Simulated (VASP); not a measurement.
**Al3GaN4: single point with PBEsol**

The system is Al3GaN4.

```
Al Ga N
1.0
     5.04341    0.00000    0.00011
     0.00000    3.13007    0.00000
    -0.00324    0.00000    5.41799
Al Ga N
3 1 4
Direct
  0.51636 0.50000 0.17807
  0.00092 0.50000 0.83481
  0.00109 0.00000 0.33169
  0.49942 0.00000 0.66620
  0.11117 0.00000 0.66633
  0.12245 0.50000 0.16716
  0.62512 0.50000 0.84019
  0.62319 0.00000 0.32629
```

This cell differs from its parent crystal: atom 1 (Al) moved -0.100 Å towards its neighbour atom 2 (Al) at 3.095 Å.

```json
{"Program": "VASP 6.6.1", "Task": "single point", "Functional": "PBEsol", "Potentials or basis": "VASP PAW PBE potentials, release 64 (Al, Ga_d, N)", "Cutoff": "520 eV", "k mesh": "6 × 8 × 4", "Occupations": "gaussian, width 0.05 eV", "Spin": "no spin polarisation"}
```

* Pressure: 0.2 GPa
* Largest force: 1.949 eV/Å
* Band gap on the k mesh: 3.39 eV

Forces in eV/Å, atoms in the order of the input:
```
Al  -1.406  0.000 -1.350
Al   0.205  0.000  0.060
Al   0.454  0.000 -0.025
Ga  -0.121  0.000  0.427
N    0.034  0.000 -0.080
N    0.321  0.000  0.178
N    0.040  0.000  0.205
N    0.473  0.000  0.586
```

Stress tensor (GPa, compression positive):
```
-1.39  0.00  0.38
 0.00  2.24  0.00
 0.38  0.00 -0.18
```

Levels at points of the mesh, in eV from the valence-band top:
| k point | band 17 | band 18 | band 19 | band 20 | band 21 | band 22 | band 23 | band 24 | band 25 | band 26 |
| --- | --- | --- | --- | --- | --- | --- | --- | --- | --- | --- |
| (0.00, 0.00, 0.00) | -0.92 | -0.71 | -0.20 | -0.10 | 0.00 | 3.39 | 5.36 | 5.81 | 5.96 | 7.45 |
| (0.50, 0.00, 0.00) | -1.34 | -0.61 | -0.61 | -0.49 | -0.45 | 4.74 | 5.08 | 5.57 | 6.09 | 8.44 |
| (0.00, 0.50, 0.00) | -2.87 | -1.95 | -1.92 | -1.71 | -1.39 | 5.47 | 5.69 | 7.35 | 7.64 | 7.98 |
| (0.50, 0.50, 0.00) | -2.94 | -1.34 | -1.16 | -1.08 | -0.99 | 6.09 | 6.13 | 6.36 | 6.51 | 8.27 |
| (0.00, 0.00, 0.50) | -1.60 | -0.71 | -0.59 | -0.41 | -0.22 | 5.44 | 5.61 | 6.88 | 7.23 | 7.82 |
| (0.50, 0.00, 0.50) | -1.65 | -1.51 | -1.17 | -1.04 | -0.78 | 5.84 | 5.98 | 6.17 | 6.44 | 8.04 |
| (0.00, 0.50, 0.50) | -2.27 | -2.10 | -1.81 | -0.80 | -0.75 | 5.08 | 5.47 | 5.56 | 5.94 | 7.02 |
| (0.50, 0.50, 0.50) | -1.57 | -1.51 | -1.49 | -1.32 | -1.28 | 4.57 | 4.82 | 5.01 | 5.28 | 7.72 |

Run time: 4.4 min on 1 thread of Intel Xeon 8259CL, on a shared host, peak memory 0.29 GiB.

Caveat: the cell differs from its parent crystal (atom 1 (Al) moved -0.100 Å towards its neighbour atom 2 (Al) at 3.095 Å); the PAW data sets were made with another functional, which shifts forces and pressure a little. A k mesh can miss the band edges.
